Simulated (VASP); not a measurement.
Set up this calculation in VASP 6.6.1, as the native input.

| Quantity | Value |
| --- | --- |
| Task | relaxation of cell and atoms |
| Functional | PBEsol |
| Potentials or basis | VASP PAW PBE potentials, release 64 (Tl_d) |
| Cutoff | 600 eV |
| k mesh | 15 × 15 × 8 |
| Occupations | gaussian, width 0.1 eV |
| Spin | no spin polarisation |
| Dipole correction | no |
| Further INCAR settings | ALGO = Fast; EDIFF = 1e-07; IBRION = 2; EDIFFG = -0.005; NSW = 70; ISIF = 3 |

The structure of Tl lies in POSCAR:

```
Tl
1.0
    3.5345601881      0.0000000000      0.0000000000
   -1.7672800941      3.0610189141      0.0000000000
    0.0000000000      0.0000000000      5.4733818347
Tl
2
Direct
    0.3333333333      0.6666666667      0.2500000000
    0.6666666667      0.3333333333      0.7500000000
```

One way to write it, as run:

INCAR

```
SYSTEM = Tl
  PREC = Accurate
  ENCUT = 600
  EDIFF = 1E-7
  ISMEAR = 0
  SIGMA = 0.1
  LREAL = .False.
  LASPH = .True.
  NELM = 60
  ALGO = Fast
  ISIF = 3
  LWAVE = .False.
  LCHARG = .False.
  GGA = PS
  IBRION = 2
  NSW = 70
  EDIFFG = -0.005
```

KPOINTS

```
Automatic mesh
0
Gamma
  15 15 8
  0 0 0
```

Potentials or basis: VASP PAW PBE potentials, release 64 (Tl_d).

The run is started by

```sh
$ cat potpaw_PBE.64/Tl_d/POTCAR > POTCAR
$ mpirun -np 1 vasp_std > vasp.out
```

It gave:

The relaxed volume is 28.67 Å³/atom, the relaxed cell is a = 3.503 Å, b = 3.503 Å, c = 5.394 Å, α = 90.00°, β = 90.00°, γ = 120.00° and the space group after relaxing (to 0.1 Å) is P6_3/mmc (No. 194). The energy gained by relaxing is 3.5 meV/atom, the ionic steps are 8 and the pressure after relaxing is 0.0 GPa. The band gap on the k mesh is zero (bands 13 and 14 overlap by 6.15 eV).

Caveat: the PAW data sets were made with another functional, which shifts forces and pressure a little; spin-orbit coupling is left out, which moves the levels of the heavy elements.

Run time: 5.1 min on 1 thread of Intel(R) Xeon(R) 6975P-C (Granite Rapids) (shared host), peak memory 0.3 GiB.
